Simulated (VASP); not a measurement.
A run of VASP 6.6.1 is set up as follows.

The input POSCAR:

```
As
1.0
    2.7376892789     -0.2929630594     -0.2929630594
   -0.2929630594      2.7376892789     -0.2929630594
   -0.2929630594     -0.2929630594      2.7376892789
As
1
Direct
    0.5000000000      0.5000000000      0.5000000000
```

The input INCAR.step1:

```
SYSTEM = As
ALGO = Normal
EDIFF = 1E-4
ENCUT = 520
GGA = PE
ISMEAR = 0
LASPH = .TRUE.
LCHARG = .FALSE.
LREAL = .FALSE.
LWAVE = .TRUE.
NBANDS = 8
NELM = 100
PREC = Accurate
SIGMA = 0.15
```

INCAR.step2

```
SYSTEM = As
ALGO = Normal
EDIFF = 1E-6
ENCUT = 520
ISIF = 2
ISMEAR = 0
ISTART = 1
LASPH = .TRUE.
LCHARG = .FALSE.
LMIXTAU = .TRUE.
LREAL = .FALSE.
LWAVE = .FALSE.
METAGGA = R2SCAN
NBANDS = 8
NELM = 100
PREC = Accurate
SIGMA = 0.15
```

KPOINTS

```
k-points
0
G
  20 20 20
  0 0 0
```

Potentials or basis: VASP PAW PBE potentials, release 64 (As).

Launch:

```sh
$ cat potpaw_PBE.64/As/POTCAR > POTCAR
$ cp INCAR.step1 INCAR
$ mpirun -np 1 vasp_std > vasp.out
$ cp INCAR.step2 INCAR
$ mpirun -np 1 vasp_std > vasp.out
```

Question: Predict the pressure.

Answer: -1.6 GPa.

Stress tensor (GPa, compression positive):
```
-1.57  4.93  4.93
 4.93 -1.57  4.93
 4.93  4.93 -1.57
```

Caveat: the PAW data sets were made with another functional, which shifts forces and pressure a little.
